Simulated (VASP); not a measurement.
# H6C2O in VASP: a series of runs

Runs on H6C2O. Level: PBE+D3(BJ). Tasks: single point, relaxation of the atoms.

All numbers are computed with VASP 6.6.1; they aren't measurements. Logs are shortened: lines on timing, memory, paths and dates and some standing lists are left out, and cuts for length are marked.

## 1. The cell of the first run

The cell holds a disordered packing, 36 atoms: a = 7.294 Å, b = 7.294 Å, c = 7.294 Å, α = 90.00°, β = 90.00°, γ = 90.00°.

## 2. Single point, PBE+D3(BJ)

INCAR reads:

```
SYSTEM = H6C2O
  PREC = Accurate
  ENCUT = 520
  EDIFF = 1E-6
  ISMEAR = -1
  SIGMA = 0.02
  LREAL = Auto
  LASPH = .TRUE.
  NELM = 80
  ALGO = Normal
  ISIF = 2
  LWAVE = .FALSE.
  LCHARG = .FALSE.
  GGA = PE
  IVDW = 12
  NBANDS = 64
```

KPOINTS reads:

```
Automatic mesh
0
G
  1 1 1
  0 0 0
```

POSCAR reads:

```
H6C2O
1.0
    7.2936330000      0.0000000000      0.0000000000
    0.0000000000      7.2936330000      0.0000000000
    0.0000000000      0.0000000000      7.2936330000
C O H
8 4 24
Direct
    0.5476968748      0.7622127409      0.0440109888
    0.3937818094      0.6903692577      0.1511181053
    0.8250072358      0.6519933207      0.4055043625
    0.9563409620      0.7482005195      0.5543327996
    0.3354843875      0.1447563923      0.5112404202
    0.4710683962      0.1258769121      0.6642505868
    0.8776558952      0.3705560727     -0.0128605319
    0.8941771542      0.2585131443      0.1562458654
    0.4173366003      0.4984758624      0.2047402166
    0.9555183267      0.9515559667      0.5321901993
    0.5731300163      0.3080495002      0.6885594600
    0.9263833264      0.0667020126      0.0847725681
    0.3062945448      0.4623073302      0.2794355022
    0.3374861335      0.7938019366      0.2388384499
    0.2778862057      0.6761787987      0.0464651841
    0.5380857523      0.9013615026      0.0089118825
    0.6830066717      0.7369304159      0.1083822013
    0.5518786043      0.6642505868     -0.0577078666
    0.8526614926      1.0127600333      0.6000027695
    0.8947529990      0.7150208956      0.7079051002
    1.0910612037      0.6844462835      0.5478614019
    0.7717553104      0.5167383662      0.4617589067
    0.6944550130      0.7300065687      0.3636048044
    0.9450023054      0.6265190475      0.3151652955
    0.5462846842      0.3092834531      0.8238829675
    0.3896823435      0.1110146343      0.7796251882
    0.5754059740      0.0229103932      0.6507182360
    0.2629416643      0.0146429084      0.5101435732
    0.2705099091      0.2855230034      0.5389769406
    0.3988273060      0.2087985507      0.3685817479
    0.9511035173      0.0078835883      0.2062072495
    1.0144875674      0.2582937749      0.2716615985
    0.7824358588      0.2621327396      0.2476954900
    0.8015621296      0.3134377614     -0.1297570086
    0.8087876097      0.5100064673      0.0039349389
    1.0272109935      0.3795365081     -0.0524292900
```

Potentials or basis: VASP PAW PBE potentials, release 64 (C, O, H).

Launch:

```console
$ cat potpaw_PBE.64/C/POTCAR potpaw_PBE.64/O/POTCAR potpaw_PBE.64/H/POTCAR > POTCAR
$ mpirun -np 1 vasp_gam > vasp.out
```

OUTCAR:

```text
SYSTEM = H6C2O
   PREC = Accurate
   ENCUT = 520
   EDIFF = 1E-6
   ISMEAR = -1
   LREAL = Auto
   LASPH = .TRUE.
   NELM = 80
   ISIF = 2
   GGA = PE
   IVDW = 12
 IVDW          = 12

 ion  position               nearest neighbor table
   1  0.548  0.762  0.044-  18 1.03  16 1.05  17 1.11   2 1.46
   2  0.394  0.690  0.151-  14 1.07  15 1.14   9 1.46   1 1.46
   3  0.825  0.652  0.406-  24 1.11  22 1.14  23 1.15   4 1.61
   4  0.956  0.748  0.554-  21 1.09  20 1.23  10 1.49   3 1.61
   5  0.335  0.145  0.511-  28 1.09  29 1.15  30 1.23   6 1.50
   6  0.471  0.126  0.664-  26 1.04  27 1.07   5 1.50  11 1.53
   7  0.878  0.371  0.987-  34 1.10  36 1.13  35 1.14   8 1.48
   8  0.894  0.259  0.156-  33 1.05  32 1.22   7 1.48  12 1.51
   9  0.417  0.498  0.205-  13 1.01   2 1.46
  10  0.956  0.952  0.532-  19 1.00   4 1.49
  11  0.573  0.308  0.689-  25 1.01   6 1.53
  12  0.926  0.067  0.085-  31 1.00   8 1.51
  13  0.306  0.462  0.279-   9 1.01
  14  0.337  0.794  0.239-   2 1.07
  15  0.278  0.676  0.046-   2 1.14
  16  0.538  0.901  0.009-   1 1.05
  17  0.683  0.737  0.108-   1 1.11
  18  0.552  0.664  0.942-   1 1.03
[... 16 lines left out ...]
  35  0.809  0.510  0.004-   7 1.14
  36  0.027  0.380  0.948-   7 1.13

  LATTYP: Found a simple cubic cell.
 ALAT       =     7.2936330000

  Lattice vectors:

 A1 = (   7.2936330000,   0.0000000000,   0.0000000000)
 A2 = (   0.0000000000,   7.2936330000,   0.0000000000)
 A3 = (   0.0000000000,   0.0000000000,   7.2936330000)

Analysis of symmetry for initial positions (statically):
=====================================================================
 Subroutine PRICEL returns:
 Original cell was already a primitive cell.

 Routine SETGRP: Setting up the symmetry group for a
 simple cubic supercell.

 Subroutine GETGRP returns: Found  1 space group operations
 (whereof  1 operations were pure point group operations)
 out of a pool of 48 trial point group operations.

The static configuration has the point symmetry C_1 .

Analysis of symmetry for dynamics (positions and initial velocities):
=====================================================================
 Subroutine PRICEL returns:
 Original cell was already a primitive cell.

 Routine SETGRP: Setting up the symmetry group for a
 simple cubic supercell.

 Subroutine GETGRP returns: Found  1 space group operations
 (whereof  1 operations were pure point group operations)
 out of a pool of 48 trial point group operations.

The dynamic configuration has the point symmetry C_1 .

 Subroutine INISYM returns: Found  1 space group operations
 (whereof  1 operations are pure point group operations),
 and found     1 'primitive' translations

----------------------------------------------------------------------------------------

                                     Primitive cell

  volume of cell :     388.0000

  direct lattice vectors                    reciprocal lattice vectors
     7.293633000  0.000000000  0.000000000     0.137105884  0.000000000  0.000000000
     0.000000000  7.293633000  0.000000000     0.000000000  0.137105884  0.000000000
     0.000000000  0.000000000  7.293633000     0.000000000  0.000000000  0.137105884

  length of vectors
     7.293633000  7.293633000  7.293633000     0.137105884  0.137105884  0.137105884

  position of ions in fractional coordinates (direct lattice)
     0.547696875  0.762212741  0.044010989
     0.393781809  0.690369258  0.151118105
     0.825007236  0.651993321  0.405504362
     0.956340962  0.748200520  0.554332800
     0.335484388  0.144756392  0.511240420
     0.471068396  0.125876912  0.664250587
[... 28 lines left out ...]
     0.808787610  0.510006467  0.003934939
     0.027210993  0.379536508  0.947570710

  ion indices of the primitive-cell ions
   primitive index   ion index
                 1           1
                 2           2
                 3           3
                 4           4
                 5           5
                 6           6
[... 28 lines left out ...]
                35          35
                36          36

----------------------------------------------------------------------------------------

 KPOINTS: Automatic mesh

Automatic generation of k-mesh.
 Grid dimensions read from file:
 generate k-points for:    1    1    1

 Generating k-lattice:

  Cartesian coordinates                     Fractional coordinates (reciprocal lattice)
     0.137105884  0.000000000  0.000000000     1.000000000  0.000000000  0.000000000
     0.000000000  0.137105884  0.000000000     0.000000000  1.000000000  0.000000000
     0.000000000  0.000000000  0.137105884     0.000000000  0.000000000  1.000000000

  Length of vectors
     0.137105884  0.137105884  0.137105884

  Shift w.r.t. Gamma in fractional coordinates (k-lattice)
     0.000000000  0.000000000  0.000000000

 Subroutine IBZKPT returns following result:
 ===========================================

 Found      1 irreducible k-points:

 Following reciprocal coordinates:
            Coordinates               Weight
  0.000000  0.000000  0.000000      1.000000
   k-points           NKPTS =      1   k-points in BZ     NKDIM =      1   number of bands    NBANDS=     64
   number of dos      NEDOS =    301   number of ions     NIONS =     36
   total plane-waves  NPLWV = 157464
   dimension x,y,z NGX =    54 NGY =   54 NGZ =   54
   dimension x,y,z NGXF=   108 NGYF=  108 NGZF=  108
   ions per type =               8   4  24
   NGX,Y,Z   is equivalent  to a cutoff of  12.31, 12.31, 12.31 a.u.
   NGXF,Y,Z  is equivalent  to a cutoff of  24.62, 24.62, 24.62 a.u.
 SYSTEM =  H6C2O
   PREC   = accura    normal or accurate (medium, high low for compatibility)
   ISTART =      0    job   : 0-new  1-cont  2-samecut
   ICHARG =      2    charge: 1-file 2-atom 10-const
   ISPIN  =      1    spin polarized calculation?
   LNONCOLLINEAR =      F non collinear calculations
   LSORBIT =      F    spin-orbit coupling
   LASPH  =      T    aspherical Exc in radial PAW
   ENCUT  =  520.0 eV  38.22 Ry    6.18 a.u.  13.56 13.56 13.56*2*pi/ulx,y,z
   NELM   =     80;   NELMIN=  2; NELMDL= -5     # of ELM steps
   EDIFF  = 0.1E-05   stopping-criterion for ELM
   LREAL  =      T    real-space projection
   EDIFFG = 0.1E-04   stopping-criterion for IOM
   NSW    =      0    number of steps for IOM
[... 5 lines left out ...]
   TEBEG  =    0.0;   TEEND  =   0.0 temperature during run
   PSTRESS=    0.0 pullay stress
   NELECT =      80.0000    total number of electrons
   NUPDOWN=      -1.0000    fix difference up-down
   EMIN   =  10.00;   EMAX   =-10.00  energy-range for DOS
   EFERMI =   0.00;   METHOD = LEGACY
   ISMEAR =    -1;   SIGMA  =   0.02  broadening in eV -4-tet -1-fermi 0-gaus
   EFERMI_NEDOS =   21; number of points for ismear=-14 and -15
   IALGO  =     38    algorithm
   IMIX   =      4    mixing-type and parameters
     AMIX     =   0.40;   BMIX     =  1.00
     AMIX_MAG =   1.60;   BMIX_MAG =  1.00
  volume/ion in A,a.u.               =      10.78        72.73
  Fermi-wavevector in a.u.,A,eV,Ry     =   0.967151  1.827650 12.726630  0.935381
  Thomas-Fermi vector in A             =   2.097013
   LORBIT       =      0    0 simple, 1 ext, 2 COOP (PROOUT), +10 PAW based schemes
   GGA     = PE    functional components
   LHFCALC =     F    Hartree Fock is set to
   AEXX    =    0.0000 exact exchange contribution
   IVDW    =    12    specifies the selected vdW correction
   LEPSILON=     F    determine dielectric tensor
   LRPA    =     F    only Hartree local field effects (RPA)
 non-spin polarized calculation
  energy-cutoff  :      520.00
  volume of cell :      388.00
 maximum number of plane-waves:      5198
 NGX is ok and might be reduce to    54
   NGX = 27   NGY = 27   NGZ = 27

 number of electron      79.9999982 magnetization

 Free energy of the ion-electron system (eV)
  ---------------------------------------------------
  ext. energy  EPLUGINS =         0.00000000
  ---------------------------------------------------
  free energy    TOTEN  =      -183.66157550 eV

  energy without entropy =     -183.66157550  energy(sigma->0) =     -183.66157550

 E-fermi :  -2.0135     XC(G=0):  -6.5276

 val. band max:       -2.5477942652   @ k =   0.0000   0.0000   0.0000
 cond. band min:       1.6376108027   @ k =   0.0000   0.0000   0.0000
 fundamental gap:      4.1854050679
 Fermi energy:        -2.0134802143

 k-point     1 :       0.0000    0.0000    0.0000
  band No.  band energies     occupation
      1     -22.1966      2.00000
      2     -21.9620      2.00000
      3     -21.8975      2.00000
      4     -21.3943      2.00000
      5     -15.9820      2.00000
      6     -15.7189      2.00000
[... 44 lines left out ...]
     51       4.9211      0.00000
     52       5.0952      0.00000
 [bands above 52 left out]

------------------------ aborting loop because EDIFF is reached ----------------------------------------

 Edisp (eV)   -1.30257

 E8    (eV) :    -0.2836

  FORCE on cell =-STRESS in cart. coord.  units (eV):
  Direction    XX          YY          ZZ          XY          YZ          ZX
  --------------------------------------------------------------------------------------
  -------------------------------------------------------------------------------------
  Total      -4.65775    -7.75526    -1.65974     2.37995     4.22116    -2.32971
  in kB     -19.23335   -32.02396    -6.85362     9.82757    17.43052    -9.62013
  external pressure =      -19.37 kB  Pullay stress =        0.00 kB

 VOLUME and BASIS-vectors are now :
 -----------------------------------------------------------------------------
  energy-cutoff  :      520.00
  volume of cell :      388.00
      direct lattice vectors                 reciprocal lattice vectors
     7.293633000  0.000000000  0.000000000     0.137105884  0.000000000  0.000000000
     0.000000000  7.293633000  0.000000000     0.000000000  0.137105884  0.000000000
     0.000000000  0.000000000  7.293633000     0.000000000  0.000000000  0.137105884

 POSITION                                       TOTAL-FORCE (eV/Angst)
 -----------------------------------------------------------------------------------
      3.99470      5.55930      0.32100         2.028582     -1.359195      1.843676
      2.87210      5.03530      1.10220        -3.023551     -1.015091     -1.930643
      6.01730      4.75540      2.95760         0.950721     -0.125180      1.774428
      6.97520      5.45710      4.04310        -4.558530      0.516548      2.844600
      2.44690      1.05580      3.72880         1.725942      3.237816     -2.192593
      3.43580      0.91810      4.84480         1.476898      2.569639     -2.156510
[... 28 lines left out ...]
      5.89900      3.71980      0.02870         1.073058     -1.009892      0.202642
      0.19847      2.76820      6.91123        -0.966980      0.659717     -0.527894
 -----------------------------------------------------------------------------------
    total drift:                                0.006905      0.003136     -0.006219

  FREE ENERGIE OF THE ION-ELECTRON SYSTEM (eV)
  ---------------------------------------------------
  free  energy   TOTEN  =      -184.9641462060 eV

  energy  without entropy=     -184.9641462060  energy(sigma->0) =     -184.96414621
```

It took 95 s on 1 thread of Intel Xeon 8259CL, shared host; peak memory 0.35 GiB.

Results:

| Item | Value |
| --- | --- |
| Free energy | -184.9641 eV |
| Pressure | -1.9 GPa |
| Largest force | 5.398 eV/Å |
| Band gap on the k mesh | 4.19 eV |
| Dispersion energy per atom | -0.036 eV |

Forces on the atoms (eV/Å):
```
C    2.029 -1.359  1.844
C   -3.024 -1.015 -1.931
C    0.951 -0.125  1.774
C   -4.559  0.517  2.845
C    1.726  3.238 -2.193
C    1.477  2.570 -2.157
C    1.507  2.115 -0.041
C    2.043 -2.704  0.939
O   -0.670  0.534  1.489
O    0.044 -0.736  0.091
O   -1.388 -1.678  1.759
O   -0.340  0.416  1.845
H    1.254  0.464 -0.944
H   -0.084  0.042  1.859
H    0.420  0.519  0.544
H   -0.282  1.365 -0.687
H   -0.358  0.574  0.207
H    0.361 -0.916 -2.945
H    0.981 -1.115 -0.479
H    1.214  0.569 -2.312
H    0.518  0.584 -0.089
H    0.590  0.859 -0.378
H    1.929 -0.437  0.247
H   -1.594 -0.117 -1.285
H    0.779  1.017 -1.198
H   -0.987 -0.714  2.209
H    0.313 -0.859 -0.140
H   -0.914  0.433 -0.714
H   -0.768 -1.764  0.459
H   -0.395 -2.247  1.892
H   -0.162 -0.272 -1.080
H   -1.067  1.429 -2.128
H   -1.872 -0.125  0.567
H    0.220 -0.710  0.456
H    1.073 -1.010  0.203
H   -0.967  0.660 -0.528
```

Stress tensor (GPa, compression positive):
```
-1.92  0.98 -0.96
 0.98 -3.20  1.74
-0.96  1.74 -0.69
```

Levels at points of the mesh, in eV from the valence-band top:
| k point | band 37 | band 38 | band 39 | band 40 | band 41 | band 42 | band 43 | band 44 |
| --- | --- | --- | --- | --- | --- | --- | --- | --- |
| (0.00, 0.00, 0.00) | -0.86 | -0.64 | -0.45 | 0.00 | 4.19 | 5.00 | 5.65 | 5.91 |

Caveat: the k points lie up to 0.86 Å⁻¹ apart; the atoms stand as in a frame of molecular dynamics.

## 3. Single point, PBE+D3(BJ)

INCAR reads:

```
SYSTEM = H6C2O
PREC     = Accurate       ! precision mode
ENCUT    = 520            ! plane-wave cutoff, eV
EDIFF    = 1E-6           ! SCF threshold, eV
ISMEAR   = -1             ! smearing method
SIGMA    = 0.02           ! smearing width, eV
LREAL    = Auto         
LASPH    = .True.         ! aspherical terms in the spheres
NELM     = 100            ! most SCF steps
ALGO     = Normal         ! electronic algorithm
ISIF     = 2              ! what is computed and relaxed
LWAVE    = .False.        ! write WAVECAR
LCHARG   = .True.         ! write CHGCAR
GGA      = PE             ! functional
IVDW     = 12             ! dispersion correction
LELF     = .True.         ! ELF
LVHAR    = .True.       
NBANDS   = 64             ! bands
```

KPOINTS reads:

```
regular mesh
0
Gamma
  1 1 1
  0 0 0
```

POSCAR reads:

```
H6C2O
1.0
    7.2936330000      0.0000000000      0.0000000000
    0.0000000000      7.2936330000      0.0000000000
    0.0000000000      0.0000000000      7.2936330000
C O H
8 4 24
Direct
    0.4418237112      0.7734965551      0.0146703296
    0.2896498905      0.7346818794      0.1457435547
    0.9676521975      0.6012641437      0.5198780909
    0.9852291718      0.7839440235      0.6194718051
    0.3560914019      0.1796635504      0.4763606834
    0.5266922534      0.1602219360      0.5804240493
    0.9537359502      0.3219931686      0.0646042925
    0.8441472172      0.1825153528      0.1756326374
    0.3434639500      0.5764205575      0.2622424243
    0.9594258444      0.9221467546      0.4869178364
    0.6245447228      0.3389668770      0.5771335081
    0.8668382410      0.0057858683      0.0798504668
    0.3740934045      0.6358422476      0.3811543575
    0.2636957467      0.8622726150      0.2594317537
    0.1658569879      0.7291153805      0.0864589704
    0.4385331700      0.9092588015     -0.0318222757
    0.5672207527      0.7544388373      0.0978936012
    0.4272904875      0.6893683847     -0.0977153635
    0.8502621396      0.8630266974      0.4233829698
    0.8741048528      0.7959133672      0.7080284955
    1.1013167238      0.7658049151      0.7075074932
    1.0583888715      0.4915794365      0.5842630141
    0.8077867367      0.5658908256      0.5348500535
    0.9985695743      0.6036634966      0.3651541008
    0.6897248600      0.3371159476      0.7013788602
    0.5045770743      0.1200910438      0.7345584841
    0.6066935367      0.0470273182      0.5091289896
    0.2903079988      0.0529091606      0.4788971422
    0.3019619989      0.3213213497      0.5381268841
    0.3968804024      0.2012165954      0.3402556723
    0.9870663906     -0.0468079488      0.0953845635
    0.9073118979      0.1611953878      0.3241868627
    0.6994730884      0.1841194916      0.1781416751
    0.9061327873      0.3327559805     -0.0754219468
    0.9379687736      0.4523808642      0.1383124158
    1.0974777590      0.2551129183      0.0460675770
```

Potentials or basis: VASP PAW PBE potentials, release 64 (C, O, H).

Launch:

```console
$ cat potpaw_PBE.64/C/POTCAR potpaw_PBE.64/O/POTCAR potpaw_PBE.64/H/POTCAR > POTCAR
$ mpirun -np 1 vasp_gam > vasp.out
```

Wall time 1.8 min (1 thread of Intel Xeon 8259CL, shared host); peak memory 0.35 GiB.

It converged, with:

```yaml
Free_energy: -185.5420 eV
Pressure: -0.1 GPa
Largest_force: 6.543 eV/Å
Band_gap_on_the_k_mesh: 4.38 eV
Dispersion_energy_per_atom: -0.036 eV
```

Forces on the atoms (eV/Å):
```
C    0.451  0.267  2.729
C    3.204  2.514  5.121
C   -1.931 -1.667 -0.207
C    0.022 -1.960 -1.195
C    0.268  3.594  1.898
C    1.567 -0.640  1.619
C    0.489 -1.056  0.730
C    3.236 -2.144  0.667
O   -0.636  1.074  0.106
O   -0.620  0.249 -0.958
O    0.469 -1.379  2.169
O   -0.933 -0.385 -0.086
H   -0.171 -0.821 -0.917
H    0.629 -1.889 -2.129
H   -3.699 -1.196 -1.709
H   -0.030  1.849 -0.604
H    0.097 -0.048 -0.802
H    0.309 -1.821 -2.032
H    1.320  1.330  0.166
H   -1.590  0.056  1.815
H    1.543  1.454  0.015
H   -1.002  0.547 -0.547
H    2.456 -0.175 -0.516
H   -0.025  0.229  1.603
H   -0.650  0.291 -1.931
H    0.202  0.299 -1.743
H    0.208  0.697  0.773
H   -1.946 -1.269  0.425
H   -0.472 -2.375 -1.166
H    0.150  0.669 -1.847
H    0.470  0.232  0.336
H   -1.083  0.756 -1.848
H   -1.426  1.001  0.220
H   -0.541  0.158 -0.484
H    0.855  0.161 -0.350
H   -1.188  1.397  0.677
```

Stress tensor (GPa, compression positive):
```
 1.99  2.06  0.11
 2.06  0.38 -1.47
 0.11 -1.47 -2.55
```

Levels at points of the mesh, in eV from the valence-band top:
```csv
k point,band 38,band 39,band 40,band 41,band 42,band 43
"(0.00, 0.00, 0.00)",-0.42,-0.25,0.00,4.38,5.46,5.88
```

Caveat: the k points lie up to 0.86 Å⁻¹ apart; the atoms stand as in a frame of molecular dynamics.

(Part 1 of 2 ends here.)
